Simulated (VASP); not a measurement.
Here is a VASP 6.6.1 calculation.

POSCAR

```
Al
1.0
    0.0000000000      2.0239800000      2.1302389500
    2.0239800000      0.0000000000      2.1302389500
    2.0239800000      2.0239800000      0.0000000000
Al
1
Direct
    0.0000000000      0.0000000000      0.0000000000
```

Contents of INCAR.step1:

```
SYSTEM = Al
ALGO = Normal ; EDIFF = 1E-4
ENCUT = 520 ; GGA = PE
ISMEAR = 0 ; LASPH = .True.
LCHARG = .False. ; LREAL = .False.
LWAVE = .True. ; NBANDS = 8
NELM = 80 ; PREC = Accurate
SIGMA = 0.2
```

INCAR.step2

```
SYSTEM = Al
ALGO = Normal ; EDIFF = 1E-6
ENCUT = 520 ; ISIF = 2
ISMEAR = 0 ; ISTART = 1
LASPH = .True. ; LCHARG = .False.
LMIXTAU = .True. ; LREAL = .False.
LWAVE = .False. ; METAGGA = R2SCAN
NBANDS = 8 ; NELM = 80
PREC = Accurate ; SIGMA = 0.2
```

The input KPOINTS:

```
k-points
0
Gamma
  20 20 20
  0 0 0
```

Potentials or basis: VASP PAW PBE potentials, release 64 (Al).

Command:

```console
$ cat potpaw_PBE.64/Al/POTCAR > POTCAR
$ cp INCAR.step1 INCAR
$ mpirun -np 1 vasp_std > vasp.out
$ cp INCAR.step2 INCAR
$ mpirun -np 1 vasp_std > vasp.out
```

(1) Estimate the band gap on the k mesh.

(2) What does it give for the pressure?

Results:

(1) zero (an odd number of electrons rules out a gap without spin polarisation).

(2) -7.0 GPa.

Caveat: the cell differs from its parent crystal (strain +0.0525 x Voigt [0, 0, 1, 0, 0, 0]); the cell stands under tension; the PAW data sets were made with another functional, which shifts forces and pressure a little.
